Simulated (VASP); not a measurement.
Set up this calculation in VASP 6.6.1, as the native input.

* Task: single point
* Functional: PBE
* Potentials or basis: VASP PAW PBE potentials, release 64 (Ba_sv, S)
* Cutoff: 520 eV
* k mesh: 8 × 8 × 8
* Occupations: fermi-dirac, width 0.02 eV
* Spin: no spin polarisation
* Dipole correction: no
* Further INCAR settings: ALGO = Normal; EDIFF = 1e-06; NBANDS = 15

The structure of BaS lies in POSCAR:

```
BaS
1.0
    0.0000000000      3.3081497501      3.1794439939
    3.3081497501      0.0000000000      3.1794439939
    3.3081497501      3.3081497501      0.0000000000
Ba S
1 1
Direct
    0.0000000000      0.0000000000      0.0000000000
    0.5000000000      0.5000000000      0.5000000000
```

This cell differs from its parent crystal: epitaxial xy strain +3.0%.

One way to write it, as run:

INCAR

```
ALGO     = Normal         # electronic algorithm
EDIFF    = 1E-6           # SCF threshold, eV
ENCUT    = 520            # plane-wave cutoff, eV
GGA      = PE             # functional
ISIF     = 2              # what is computed and relaxed
ISMEAR   = -1             # smearing method
LASPH    = True           # aspherical terms in the spheres
LCHARG   = False          # write CHGCAR
LREAL    = False          # projectors in reciprocal space
LWAVE    = False          # write WAVECAR
NBANDS   = 15             # bands
NELM     = 100            # most SCF steps
PREC     = Accurate       # precision mode
SIGMA    = 0.02           # smearing width, eV
```

KPOINTS

```
k-points
0
Gamma
  8 8 8
```

Potentials or basis: VASP PAW PBE potentials, release 64 (Ba_sv, S).

Launch:

```bash
$ cat potpaw_PBE.64/Ba_sv/POTCAR potpaw_PBE.64/S/POTCAR > POTCAR
$ mpirun -np 1 vasp_std > vasp.out
```

It gave:

```json
{
 "Pressure": "-1.1 GPa",
 "Band gap on the k mesh": "2.11 eV (least direct gap 2.30 eV)"
}
```

Caveat: the cell differs from its parent crystal (epitaxial xy strain +3.0%); spin-orbit coupling is left out, which moves the levels of the heavy elements.

Run time: 110 s on 1 thread of AMD EPYC 7R13, on a shared host, peak memory 0.21 GiB.
